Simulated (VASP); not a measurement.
# Zn in VASP: a series of runs, part 2 of 2

VASP 6.6.1. The steps go on from the part before.

### 3 Relaxation of cell and atoms, PBEsol

This run uses another cell than the first one, of 15.17 Å³/atom, 1.020 times its volume.

Contents of INCAR:

```
SYSTEM = Zn
PREC = Accurate ; ENCUT = 600
EDIFF = 1E-6 ; ISMEAR = -1
SIGMA = 0.05 ; LREAL = .FALSE.
LASPH = .TRUE. ; NELM = 60
ALGO = Normal ; ISIF = 3
LWAVE = .FALSE. ; LCHARG = .FALSE.
GGA = PS ; IBRION = 2
NSW = 80 ; EDIFFG = -0.005
```

Contents of KPOINTS:

```
regular mesh
0
G
  12 12 12
  0 0 0
```

Contents of POSCAR:

```
Zn
1.0
    0.0000000000      1.9647760000      1.9647760000
    1.9647760000      0.0000000000      1.9647760000
    1.9647760000      1.9647760000      0.0000000000
Zn
1
Direct
    0.0000000000      0.0000000000      0.0000000000
```

Potentials or basis: VASP PAW PBE potentials, release 64 (Zn).

Started as:

```
$ cat potpaw_PBE.64/Zn/POTCAR > POTCAR
$ mpirun -np 1 vasp_std > vasp.out
```

OUTCAR:

```text
SYSTEM = Zn
   PREC = Accurate
   ENCUT = 600
   EDIFF = 1E-6
   ISMEAR = -1
   LREAL = .FALSE.
   LASPH = .TRUE.
   NELM = 60
   ISIF = 3
   GGA = PS
   IBRION = 2
   NSW = 80
   EDIFFG = -0.005

 ion  position               nearest neighbor table
   1  0.000  0.000  0.000-

  LATTYP: Found a face centered cubic cell.
 ALAT       =     3.9295520000

  Lattice vectors:

 A1 = (   0.0000000000,   1.9647760000,   1.9647760000)
 A2 = (   1.9647760000,   0.0000000000,   1.9647760000)
 A3 = (   1.9647760000,   1.9647760000,   0.0000000000)

Analysis of symmetry for initial positions (statically):
=====================================================================
 Subroutine PRICEL returns:
 Original cell was already a primitive cell.

 Routine SETGRP: Setting up the symmetry group for a
[... 282 lines left out ...]
 E-fermi :   3.3530     XC(G=0): -12.0892

 val. band max:        3.3176862375   @ k =  -0.3333   0.3333   0.1667
 cond. band min:       3.4557763364   @ k =  -0.4167   0.0833   0.0000
 fundamental gap:      0.1380900990
 Fermi energy:         3.3530201492

 k-point     1 :       0.0000    0.0000    0.0000
  band No.  band energies     occupation
      1      -7.5210      2.00000
      2      -4.3757      2.00000
      3      -4.3757      2.00000
      4      -4.3757      2.00000
      5      -3.9398      2.00000
      6      -3.9398      2.00000
      7      22.6166      0.00000
      8      22.6167      0.00000
      9      22.6167      0.00000
     10      22.8443      0.00000
[... 287 lines left out ...]
 k-point    24 :      -0.4167    0.1667    0.0000
  band No.  band energies     occupation
      1      -4.9787      2.00000
      2      -4.4826      2.00000
      3      -4.2190      2.00000
      4      -4.0020      2.00000
      5      -3.6695      2.00000
      6       0.9555      2.00000
      7       3.0883      1.99002
      8      13.2408      0.00000
      9      17.1045      0.00000
     10      19.4223      0.00000

 [... further k-points ...]
[... 5 lines left out ...]
  --------------------------------------------------------------------------------------
  -------------------------------------------------------------------------------------
  Total       -0.0017628     -0.0017628     -0.0017628     -0.0000000     -0.0000000      0.0000000
  in kB       -0.1993119     -0.1993119     -0.1993119     -0.0000000     -0.0000000      0.0000000
  external PRESSURE =      -0.1993119 kB  Pullay stress =       0.0000000 kB
[... 16 lines left out ...]
  FREE ENERGIE OF THE ION-ELECTRON SYSTEM (eV)
  ---------------------------------------------------
  free  energy   TOTEN  =        -1.5533445568 eV

  energy  without entropy=       -1.5506325259  energy(sigma->0) =       -1.55198854

 reached required accuracy - stopping structural energy minimisation
```

OSZICAR:

```text
N       E                     dE             d eps       ncg     rms          rms(c)
DAV:   1     0.371759398290E+02    0.37176E+02   -0.76018E+03  1440   0.209E+03
DAV:   2    -0.959294163931E+00   -0.38135E+02   -0.36381E+02  1450   0.216E+02
DAV:   3    -0.167462018250E+01   -0.71533E+00   -0.71407E+00  1642   0.322E+01
DAV:   4    -0.167630073650E+01   -0.16806E-02   -0.16804E-02  1578   0.152E+00
[... 25 lines left out ...]
DAV:   1    -0.155412731554E+01   -0.79346E-03   -0.98783E-03  1624   0.215E+00    0.198E-01
DAV:   2    -0.155343552933E+01    0.69179E-03   -0.35040E-03  1596   0.134E+00    0.637E-02
DAV:   3    -0.155337164137E+01    0.63888E-04   -0.40635E-05  1556   0.126E-01    0.348E-02
DAV:   4    -0.155334435666E+01    0.27285E-04   -0.92670E-06  1952   0.510E-02    0.126E-03
DAV:   5    -0.155334455681E+01   -0.20015E-06   -0.27303E-07   794   0.557E-03
   4 F= -.15533446E+01 E0= -.15519885E+01  d E =-.107902E-04
```

CONTCAR:

```text
Zn
   1.00000000000000
    -0.0000000000000000    1.9206500895467689    1.9206500895467689
     1.9206500895467689   -0.0000000000000000    1.9206500895467689
     1.9206500895467689    1.9206500895467689   -0.0000000000000000
  Zn
     1
Direct
     1.0000000000000000    0.0000000000000000    0.0000000000000000

  0.00000000E+00  0.00000000E+00  0.00000000E+00
```

Run time: 10 s. Hardware: 1 thread of Intel Xeon 6975P-C (Granite Rapids), shared host; peak memory 0.14 GiB.

Results:

- Free energy: -1.5533 eV
- Relaxed volume: 14.17 Å³/atom
- Relaxed cell: a = 2.716 Å, b = 2.716 Å, c = 2.716 Å, α = 60.00°, β = 60.00°, γ = 60.00°
- Space group after relaxing (to 0.05 Å): Fm-3m (No. 225)
- Energy gained by relaxing: 16.5 meV/atom
- Ionic steps: 4
- Pressure after relaxing: 0.0 GPa
- Band gap on the k mesh: zero (band 6 reaches 5.69 eV, above the bottom of band 7 at 2.14 eV)

Step by step:
```csv
step,energy change (eV),largest force (eV/Å),pressure (GPa),volume (Å³)
1,0.0000,0.0000,-4.92,15.17
2,-0.0165,0.0000,-0.16,14.17
3,-0.0165,0.0000,0.16,14.14
4,-0.0165,0.0000,-0.02,14.17
```

Final structure:
```
CELL_PARAMETERS angstrom
0.00000 1.92065 1.92065
1.92065 0.00000 1.92065
1.92065 1.92065 0.00000
ATOMIC_POSITIONS crystal
Zn 0.00000 0.00000 0.00000
```

Levels at points of the mesh, in eV from the Fermi level:
```tsv
k point	band 4	band 5	band 6	band 7	band 8	band 9
(0.00, 0.00, 0.00)	-7.73	-7.29	-7.29	19.26	19.26	19.26
(0.50, 0.00, 0.00)	-6.97	-6.97	-3.16	-1.21	16.09	16.09
(0.50, 0.50, 0.00)	-6.89	-6.89	-1.13	2.04	8.81	8.81
```

Caveat: the PAW data sets were made with another functional, which shifts forces and pressure a little.

### 4 Relaxation of cell and atoms, PBEsol, target pressure 5 GPa, at which the enthalpy is minimised

This run uses another cell than the first one, of 15.17 Å³/atom, 1.020 times its volume.

Contents of INCAR:

```
ALGO = Normal ; EDIFF = 1E-7
EDIFFG = -0.005 ; ENCUT = 600
GGA = PS ; IBRION = 2
ISIF = 3 ; ISMEAR = -1
LASPH = T ; LCHARG = F
LREAL = F ; LWAVE = F
NELM = 60 ; NSW = 80
PREC = Accurate ; PSTRESS = 50.0
SIGMA = 0.05
```

Contents of KPOINTS:

```
k-points
0
Gamma
  12 12 12
```

POSCAR is that of step 3.

Started as:

```
$ cat potpaw_PBE.64/Zn/POTCAR > POTCAR
$ mpirun -np 1 vasp_std > vasp.out
```

Run time: 9.6 s. Hardware: 1 thread of Intel Xeon 6975P-C (Granite Rapids), shared host; peak memory 0.14 GiB.

It converged, with:

```
Free energy                                            : -1.5430 eV
Relaxed volume                                         : 13.46 Å³/atom
Relaxed cell                                           : a = 2.670 Å, b = 2.670 Å, c = 2.670 Å, α = 60.00°, β = 60.00°, γ = 60.00°
Space group after relaxing (to 0.05 Å)                 : Fm-3m (No. 225)
Energy change on relaxing (the enthalpy is what falls) : -6.2 meV/atom
Ionic steps                                            : 3
Pressure after relaxing                                : 5.0 GPa
Band gap on the k mesh                                 : zero (band 6 reaches 6.13 eV, above the bottom of band 7 at 2.63 eV)
```

The path:
```csv
step,energy change (eV),largest force (eV/Å),pressure (GPa),volume (Å³)
1,0.0000,0.0000,-4.92,15.17
2,0.0039,0.0000,7.37,13.20
3,-0.0062,0.0000,5.02,13.46
```

Final structure:
```cif
data_structure
_symmetry_space_group_name_H-M 'P 1'
_symmetry_Int_Tables_number 1
_cell_length_a 2.6702
_cell_length_b 2.6702
_cell_length_c 2.6702
_cell_angle_alpha 60.000
_cell_angle_beta 60.000
_cell_angle_gamma 60.000
_cell_volume 13.46
loop_
_atom_site_label
_atom_site_type_symbol
_atom_site_fract_x
_atom_site_fract_y
_atom_site_fract_z
_atom_site_occupancy
Zn1 Zn 0.00000 0.00000 0.00000 1
```

Levels at points of the mesh, in eV from the Fermi level:
| k point | band 4 | band 5 | band 6 | band 7 | band 8 | band 9 |
| --- | --- | --- | --- | --- | --- | --- |
| (0.00, 0.00, 0.00) | -7.91 | -7.43 | -7.43 | 19.86 | 19.99 | 19.99 |
| (0.50, 0.00, 0.00) | -7.08 | -7.08 | -3.42 | -1.14 | 16.71 | 16.71 |
| (0.50, 0.50, 0.00) | -7.00 | -7.00 | -1.30 | 2.21 | 9.06 | 9.06 |

Caveat: the cell is relaxed towards a set pressure, so the enthalpy falls and the energy may rise; the PAW data sets were made with another functional, which shifts forces and pressure a little.

### 5 The runs side by side

```csv
task,cell,cutoff (eV),gap on the mesh (eV),pressure (GPa)
single point,"a = 2.751, b = 2.751, c = 2.779 Å, angles 59.7, 59.7, 60.7°, 1 atom",520,none,-3.5
relaxation of cell and atoms,"relaxed from a = 2.779 Å, angles 60.0°, 1 atom",600,none,0.0
relaxation of cell and atoms,"relaxed to 5 GPa from a = 2.779 Å, angles 60.0°, 1 atom",600,none,5.0
```

Alike in all rows: level PBEsol; potentials or basis VASP PAW PBE potentials, release 64 (Zn); no spin polarisation; k mesh 12 × 12 × 12; smearing fermi-dirac 0.05 eV.

Caveats: the PAW data sets were made with another functional, which shifts forces and pressure a little; the cell is relaxed towards a set pressure, so the enthalpy falls and the energy may rise (some runs).

Absolute energies hang on the potentials; compare differences alone.
